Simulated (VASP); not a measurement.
# Ge (Imma) in VASP: further runs

Runs on Ge. Level: PBEsol. Tasks: single point.

Program: VASP 6.6.1. These are calculated values, not measurements. Logs are shortened: lines on timing, memory, paths and dates and some standing lists are left out, and cuts for length are marked.

## (1) The cell of the first run

The structure is orthorhombic, space group Imma (No. 74). Conventional cell: a = 5.057 Å, b = 5.371 Å, c = 2.912 Å, α = 90.00°, β = 90.00°, γ = 90.00°. Within 3.6 Å of Ge (site symmetry mm2) lie 8 Ge at 2.71 to 3.12 Å.

## (2) Single point, PBEsol

File INCAR:

```
SYSTEM = Ge
PREC = Accurate
ENCUT = 520
EDIFF = 1E-7
ISMEAR = -1
SIGMA = 0.05
LREAL = .FALSE.
LASPH = .TRUE.
NELM = 80
ALGO = Normal
ISIF = 2
LWAVE = .FALSE.
LCHARG = .FALSE.
GGA = PS
NBANDS = 21
```

File KPOINTS:

```
Automatic mesh
0
G
  11 11 11
  0 0 0
```

File POSCAR:

```
Ge
1.0
   -2.5287425297      2.6857467767      1.4558563658
    2.5287425297     -2.6857467767      1.4558563658
    2.5287425297      2.6857467767     -1.4558563658
Ge
2
Direct
    0.1859430000      0.9359430000      0.2500000000
    0.8140570000      0.0640570000      0.7500000000
```

Potentials or basis: VASP PAW PBE potentials, release 64 (Ge_d).

The run is started by

```
$ cat potpaw_PBE.64/Ge_d/POTCAR > POTCAR
$ mpirun -np 1 vasp_std > vasp.out
```

OUTCAR:

```text
SYSTEM = Ge
   PREC = Accurate
   ENCUT = 520
   EDIFF = 1E-7
   ISMEAR = -1
   LREAL = .FALSE.
   LASPH = .TRUE.
   NELM = 80
   ISIF = 2
   GGA = PS

 ion  position               nearest neighbor table
   1  0.186  0.936  0.250-   2 2.71   2 2.71   2 2.75   2 2.75
   2  0.814  0.064  0.750-   1 2.71   1 2.71   1 2.75   1 2.75

  LATTYP: Found a body centered orthorhombic cell.
 ALAT       =     2.9117127316
 B/A-ratio  =     1.7369450648
 C/A-ratio  =     1.8447882908

  Lattice vectors:

 A1 = (   2.5287425297,  -2.6857467767,   1.4558563658)
 A2 = (  -2.5287425297,  -2.6857467767,  -1.4558563658)
 A3 = (   2.5287425297,   2.6857467767,  -1.4558563658)

Analysis of symmetry for initial positions (statically):
=====================================================================
 Subroutine PRICEL returns:
 Original cell was already a primitive cell.

 Routine SETGRP: Setting up the symmetry group for a
 body centered orthorhombic supercell.

 Subroutine GETGRP returns: Found  8 space group operations
 (whereof  4 operations were pure point group operations)
 out of a pool of  8 trial point group operations.

The static configuration has the point symmetry C_2h.
 The point group associated with its full space group is D_2h.

Analysis of symmetry for dynamics (positions and initial velocities):
=====================================================================
 Subroutine PRICEL returns:
 Original cell was already a primitive cell.

 Routine SETGRP: Setting up the symmetry group for a
 body centered orthorhombic supercell.

 Subroutine GETGRP returns: Found  8 space group operations
 (whereof  4 operations were pure point group operations)
 out of a pool of  8 trial point group operations.

The dynamic configuration has the point symmetry C_2h.
 The point group associated with its full space group is D_2h.

 Subroutine INISYM returns: Found  8 space group operations
 (whereof  4 operations are pure point group operations),
 and found     1 'primitive' translations

----------------------------------------------------------------------------------------

                                     Primitive cell

  volume of cell :      39.5502

  direct lattice vectors                    reciprocal lattice vectors
    -2.528742530  2.685746777  1.455856366     0.000000000  0.186167961  0.343440474
     2.528742530 -2.685746777  1.455856366     0.197726733  0.000000000  0.343440474
     2.528742530  2.685746777 -1.455856366     0.197726733  0.186167961  0.000000000

  length of vectors
     3.965765032  3.965765032  3.965765032     0.390653131  0.396291837  0.271577559

  position of ions in fractional coordinates (direct lattice)
     0.185943000  0.935943000  0.250000000
     0.814057000  0.064057000  0.750000000

  ion indices of the primitive-cell ions
   primitive index   ion index
                 1           1
                 2           2

----------------------------------------------------------------------------------------

 KPOINTS: Automatic mesh

Automatic generation of k-mesh.
 Grid dimensions read from file:
 generate k-points for:   11   11   11

 Generating k-lattice:

  Cartesian coordinates                     Fractional coordinates (reciprocal lattice)
     0.000000000  0.016924360  0.031221861     0.090909091  0.000000000 -0.000000000
     0.017975158  0.000000000  0.031221861     0.000000000  0.090909091  0.000000000
     0.017975158  0.016924360  0.000000000    -0.000000000  0.000000000  0.090909091

  Length of vectors
     0.035513921  0.036026531  0.024688869

  Shift w.r.t. Gamma in fractional coordinates (k-lattice)
     0.000000000  0.000000000  0.000000000

 Subroutine IBZKPT returns following result:
 ===========================================

 Found    216 irreducible k-points:

 Following reciprocal coordinates:
            Coordinates               Weight
  0.000000  0.000000  0.000000      1.000000
  0.090909 -0.000000  0.000000      4.000000
  0.181818  0.000000 -0.000000      4.000000
  0.272727 -0.000000  0.000000      4.000000
  0.363636 -0.000000  0.000000      4.000000
  0.454545 -0.000000  0.000000      4.000000
[... 16 lines left out ...]
  0.454545  0.181818  0.000000      8.000000
 -0.454545  0.181818 -0.000000      8.000000
 [... further k-points ...]
   k-points           NKPTS =    216   k-points in BZ     NKDIM =    216   number of bands    NBANDS=     21
   number of dos      NEDOS =    301   number of ions     NIONS =      2
   total plane-waves  NPLWV =  27000
   dimension x,y,z NGX =    30 NGY =   30 NGZ =   30
   dimension x,y,z NGXF=    60 NGYF=   60 NGZF=   60
   ions per type =               2
   NGX,Y,Z   is equivalent  to a cutoff of  12.58, 12.58, 12.58 a.u.
   NGXF,Y,Z  is equivalent  to a cutoff of  25.15, 25.15, 25.15 a.u.
 SYSTEM =  Ge
   PREC   = accura    normal or accurate (medium, high low for compatibility)
   ISTART =      0    job   : 0-new  1-cont  2-samecut
   ICHARG =      2    charge: 1-file 2-atom 10-const
   ISPIN  =      1    spin polarized calculation?
   LNONCOLLINEAR =      F non collinear calculations
   LSORBIT =      F    spin-orbit coupling
   LASPH  =      T    aspherical Exc in radial PAW
   ENCUT  =  520.0 eV  38.22 Ry    6.18 a.u.   7.37  7.37  7.37*2*pi/ulx,y,z
   NELM   =     80;   NELMIN=  2; NELMDL= -5     # of ELM steps
   EDIFF  = 0.1E-06   stopping-criterion for ELM
   LREAL  =      F    real-space projection
   EDIFFG = 0.1E-05   stopping-criterion for IOM
   NSW    =      0    number of steps for IOM
   IBRION =     -1    ionic relax: 0-MD 1-quasi-New 2-CG
   NFREE  =      0    steps in history (QN), initial steepest desc. (CG)
   ISIF   =      2    stress and relaxation
   ISYM   =      2    0-nonsym 1-usesym 2-fastsym
   POTIM  = 0.5000    time-step for ionic-motion
   TEBEG  =    0.0;   TEEND  =   0.0 temperature during run
   PSTRESS=    0.0 pullay stress
   NELECT =      28.0000    total number of electrons
   NUPDOWN=      -1.0000    fix difference up-down
   EMIN   =  10.00;   EMAX   =-10.00  energy-range for DOS
   EFERMI =   0.00;   METHOD = LEGACY
   ISMEAR =    -1;   SIGMA  =   0.05  broadening in eV -4-tet -1-fermi 0-gaus
   EFERMI_NEDOS =   21; number of points for ismear=-14 and -15
   IALGO  =     38    algorithm
   IMIX   =      4    mixing-type and parameters
     AMIX     =   0.40;   BMIX     =  1.00
     AMIX_MAG =   1.60;   BMIX_MAG =  1.00
  volume/ion in A,a.u.               =      19.78       133.45
  Fermi-wavevector in a.u.,A,eV,Ry     =   1.459077  2.757255 28.965507  2.128905
  Thomas-Fermi vector in A             =   2.575686
   LORBIT       =      0    0 simple, 1 ext, 2 COOP (PROOUT), +10 PAW based schemes
   GGA     = PS    functional components
   LHFCALC =     F    Hartree Fock is set to
   AEXX    =    0.0000 exact exchange contribution
   IVDW    =     0    specifies the selected vdW correction
   LEPSILON=     F    determine dielectric tensor
   LRPA    =     F    only Hartree local field effects (RPA)
 non-spin polarized calculation
  energy-cutoff  :      520.00
  volume of cell :       39.55
 maximum number of plane-waves:      1086
 NGX is ok and might be reduce to    30
   NGX = 15   NGY = 15   NGZ = 15

 number of electron      28.0000026 magnetization

 Free energy of the ion-electron system (eV)
  ---------------------------------------------------
  ext. energy  EPLUGINS =         0.00000000
  ---------------------------------------------------
  free energy    TOTEN  =        -9.47938006 eV

  energy without entropy =       -9.47231607  energy(sigma->0) =       -9.47584806

 E-fermi :   5.9780     XC(G=0): -11.1443

 val. band max:        5.9717046127   @ k =  -0.2727   0.2727   0.0000
 cond. band min:       5.9829120663   @ k =   0.0909   0.1818   0.0000
 fundamental gap:      0.0112074536
 Fermi energy:         5.9780021587

 k-point     1 :       0.0000    0.0000    0.0000
  band No.  band energies     occupation
      1     -18.6641      2.00000
      2     -18.5960      2.00000
      3     -18.5948      2.00000
      4     -18.5889      2.00000
      5     -18.5621      2.00000
      6     -18.5288      2.00000
[... 13 lines left out ...]
     20      16.5313      0.00000
     21      18.3060      0.00000

 k-point     2 :       0.0909   -0.0000    0.0000
  band No.  band energies     occupation
      1     -18.6584      2.00000
      2     -18.5908      2.00000
      3     -18.5853      2.00000
      4     -18.5838      2.00000
      5     -18.5635      2.00000
      6     -18.5310      2.00000
[... 13 lines left out ...]
     20      16.7631      0.00000
     21      17.7320      0.00000

 k-point     3 :       0.1818    0.0000   -0.0000
  band No.  band energies     occupation
      1     -18.6430      2.00000
      2     -18.5760      2.00000
      3     -18.5731      2.00000
      4     -18.5664      2.00000
      5     -18.5589      2.00000
      6     -18.5346      2.00000
[... 13 lines left out ...]
     20      15.0231      0.00000
     21      17.8344      0.00000

 k-point     4 :       0.2727   -0.0000    0.0000
  band No.  band energies     occupation
      1     -18.6218      2.00000
      2     -18.5724      2.00000
      3     -18.5588      2.00000
      4     -18.5562      2.00000
      5     -18.5303      2.00000
      6     -18.5277      2.00000
[... 13 lines left out ...]
     20      13.8760      0.00000
     21      18.3754      0.00000

 k-point     5 :       0.3636   -0.0000    0.0000
  band No.  band energies     occupation
      1     -18.5997      2.00000
      2     -18.5723      2.00000
      3     -18.5503      2.00000
      4     -18.5455      2.00000
      5     -18.5316      2.00000
      6     -18.5310      2.00000
[... 13 lines left out ...]
     20      14.3993      0.00000
     21      19.4482      0.00000
[... 382 lines left out ...]
     20      15.8643      0.00000
     21      17.6957      0.00000

 k-point    22 :       0.3636    0.1818    0.0000
  band No.  band energies     occupation
      1     -18.6044      2.00000
      2     -18.5804      2.00000
      3     -18.5662      2.00000
      4     -18.5378      2.00000
      5     -18.5329      2.00000
      6     -18.5110      2.00000
[... 13 lines left out ...]
     20      16.8069      0.00000
     21      17.9304      0.00000

 k-point    23 :       0.4545    0.1818    0.0000
  band No.  band energies     occupation
      1     -18.5979      2.00000
      2     -18.5738      2.00000
      3     -18.5559      2.00000
      4     -18.5492      2.00000
      5     -18.5281      2.00000
      6     -18.5069      2.00000
[... 13 lines left out ...]
     20      16.5692      0.00000
     21      17.6140      0.00000

 k-point    24 :      -0.4545    0.1818   -0.0000
  band No.  band energies     occupation
      1     -18.6002      2.00000
      2     -18.5699      2.00000
      3     -18.5607      2.00000
      4     -18.5459      2.00000
      5     -18.5381      2.00000
      6     -18.5090      2.00000
[... 13 lines left out ...]
     20      16.5966      0.00000
     21      16.7933      0.00000

 [... further k-points ...]
[... 5 lines left out ...]
  --------------------------------------------------------------------------------------
  -------------------------------------------------------------------------------------
  Total       -0.9720389     -1.3995764     -1.2927877      0.0000000      0.0000000      0.0000000
  in kB      -39.3773091    -56.6968592    -52.3708453      0.0000000      0.0000000      0.0000000
  external PRESSURE =     -49.4816712 kB  Pullay stress =       0.0000000 kB

 VOLUME and BASIS-vectors are now :
 -----------------------------------------------------------------------------
  energy-cutoff  :      520.00
  volume of cell :       39.55
      direct lattice vectors                 reciprocal lattice vectors
    -2.528742530  2.685746777  1.455856366     0.000000000  0.186167961  0.343440474
     2.528742530 -2.685746777  1.455856366     0.197726733  0.000000000  0.343440474
     2.528742530  2.685746777 -1.455856366     0.197726733  0.186167961  0.000000000

 POSITION                                       TOTAL-FORCE (eV/Angst)
 -----------------------------------------------------------------------------------
      2.52874     -1.34287      1.26934        -0.000000     -0.000000     -0.062025
     -0.00000      4.02862      0.18652         0.000000      0.000000      0.062025
 -----------------------------------------------------------------------------------
    total drift:                                0.000000      0.000000     -0.000000

  FREE ENERGIE OF THE ION-ELECTRON SYSTEM (eV)
  ---------------------------------------------------
  free  energy   TOTEN  =        -9.4793800582 eV

  energy  without entropy=       -9.4723160712  energy(sigma->0) =       -9.47584806
```

Wall time 65 s (1 thread of Intel Xeon 6975P-C (Granite Rapids), shared host); peak memory 0.27 GiB.

What came out:

- Free energy: -9.4794 eV
- Pressure: -4.9 GPa
- Largest force: 0.062 eV/Å
- Band gap on the k mesh: zero (band 14 reaches 7.92 eV, above the bottom of band 15 at 3.00 eV)

Forces in eV/Å, atoms in the order of the input:
```
Ge   0.000  0.000 -0.062
Ge   0.000  0.000  0.062
```

Levels at points of the mesh, in eV from the Fermi level:
| k point | band 12 | band 13 | band 14 | band 15 | band 16 | band 17 |
| --- | --- | --- | --- | --- | --- | --- |
| (0.00, 0.00, 0.00) | -3.97 | -2.24 | -1.81 | 3.50 | 6.71 | 6.89 |

Caveat: the PAW data sets were made with another functional, which shifts forces and pressure a little.

## (3) Single point, PBEsol

This run uses another cell than the first one, of 20.35 Å³/atom, 1.029 times its volume.

File INCAR:

```
SYSTEM = Ge
ALGO = Normal ; EDIFF = 1E-6
ENCUT = 520 ; GGA = PS
ISIF = 2 ; ISMEAR = -1
LASPH = .True. ; LCHARG = .False.
LREAL = .False. ; LWAVE = .False.
NBANDS = 21 ; NELM = 80
PREC = Accurate ; SIGMA = 0.05
```

File KPOINTS:

```
k-points
0
Gamma
  11 11 11
  0 0 0
```

File POSCAR:

```
Ge
1.0
   -2.5528272414      2.7113268570      1.4697224991
    2.5528272414     -2.7113268570      1.4697224991
    2.5528272414      2.7113268570     -1.4697224991
Ge
2
Direct
    0.1859430000      0.9359430000      0.2500000000
    0.8140570000      0.0640570000      0.7500000000
```

Potentials or basis: VASP PAW PBE potentials, release 64 (Ge_d).

The run is started by

```
$ cat potpaw_PBE.64/Ge_d/POTCAR > POTCAR
$ mpirun -np 1 vasp_std > vasp.out
```

Run time: 57 s. Hardware: 1 thread of Intel Xeon 6975P-C (Granite Rapids), shared host; peak memory 0.27 GiB.

The run converged. Its results:

```
Free energy            : -9.4398 eV
Pressure               : -6.4 GPa
Largest force          : 0.060 eV/Å
Band gap on the k mesh : zero (band 14 reaches 7.53 eV, above the bottom of band 15 at 2.82 eV)
```

Forces on the atoms (eV/Å):
```
Ge   0.000  0.000 -0.060
Ge   0.000  0.000  0.060
```

Stress tensor (GPa, compression positive):
```
-5.53  0.00  0.00
 0.00 -6.99  0.00
 0.00  0.00 -6.72
```

Levels at points of the mesh, in eV from the Fermi level:
```
           k point  band 12  band 13  band 14  band 15  band 16  band 17
(0.00, 0.00, 0.00)    -4.07    -2.15    -1.74     3.56     6.56     6.71
```

Caveat: the PAW data sets were made with another functional, which shifts forces and pressure a little.
